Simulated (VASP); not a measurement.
# Tm2GeF2: relaxation of cell and atoms with PBE

The system is Tm2GeF2.

```
Tm Ge F
1.0
     4.89826    0.00000    0.00000
    -2.44913    4.24202    0.00000
     0.00000    0.00000    5.07928
Tm Ge F
2 1 2
Direct
  0.33333 0.66667 0.50000
  0.66667 0.33333 0.50000
  0.00000 0.00000 0.50000
  0.00000 0.00000 0.77807
  0.00000 0.00000 0.22193
```

The cell was generated, and may not be a known phase.

```yaml
Program: VASP 6.6.1
Task: relaxation of cell and atoms
Functional: PBE
Potentials_or_basis: VASP PAW PBE potentials, release 64 (Tm_3, Ge_d, F), 4f in core
Cutoff: 600 eV
k_mesh: 3 × 3 × 3
Occupations: gaussian, width 0.15 eV
Spin: no spin polarisation
Dipole_correction: no
Further_INCAR_settings: ALGO = Normal; EDIFF = 1e-07; IBRION = 2; EDIFFG = -0.08; NSW = 36; ISIF = 3
```

```json
{"Relaxed volume": "32.88 Å³/atom", "Relaxed cell": "a = 5.388 Å, b = 5.388 Å, c = 6.540 Å, α = 90.00°, β = 90.00°, γ = 120.00°", "Space group after relaxing (to 0.1 Å)": "P6/mmm (No. 191)", "Pressure after relaxing": "0.0 GPa", "Largest force after relaxing": "0.053 eV/Å", "Band gap on the k mesh": "0.32 eV (least direct gap 0.46 eV)"}
```

Forces in eV/Å, atoms in the order of the input:
```
Tm   0.000  0.000  0.000
Tm   0.000  0.000  0.000
Ge   0.000  0.000  0.000
F    0.000  0.000  0.053
F    0.000  0.000 -0.053
```

Final structure:
```yaml
crystal:
  lattice:
    - [5.38766, 0.00000, 0.00000]
    - [-2.69383, 4.66585, 0.00000]
    - [0.00000, 0.00000, 6.54033]
  atoms:
    - { symbol: Tm, position: [0.33333, 0.66667, 0.50000] }
    - { symbol: Tm, position: [0.66667, 0.33333, 0.50000] }
    - { symbol: Ge, position: [0.00000, 0.00000, 0.50000] }
    - { symbol: F, position: [0.00000, 0.00000, 0.19833] }
    - { symbol: F, position: [0.00000, 0.00000, 0.80167] }
```

Levels at points of the mesh, in eV from the valence-band top:
| k point | band 19 | band 20 | band 21 | band 22 | band 23 | band 24 | band 25 | band 26 | band 27 |
| --- | --- | --- | --- | --- | --- | --- | --- | --- | --- |
| (0.00, 0.00, 0.00) | -3.69 | -3.65 | -1.22 | -1.22 | -0.33 | 0.62 | 0.62 | 1.23 | 1.23 |

Run time: 6.7 min on 1 thread of Intel(R) Xeon(R) 6975P-C (Granite Rapids) (shared host), peak memory 0.28 GiB.

Caveat: the k points lie up to 0.45 Å⁻¹ apart in the final cell; the volume moved by over 15 % at a fixed basis, so the end points are rough; semilocal functionals underestimate gaps, and a narrow one can read as zero; spin-orbit coupling is left out, which moves the levels of the heavy elements; the 4f electrons are frozen in the core, so they carry no moment and show no levels; the relaxation stopped at a loose force limit of 0.08 eV/Å, so its end isn't a converged minimum. A k mesh can miss the band edges.
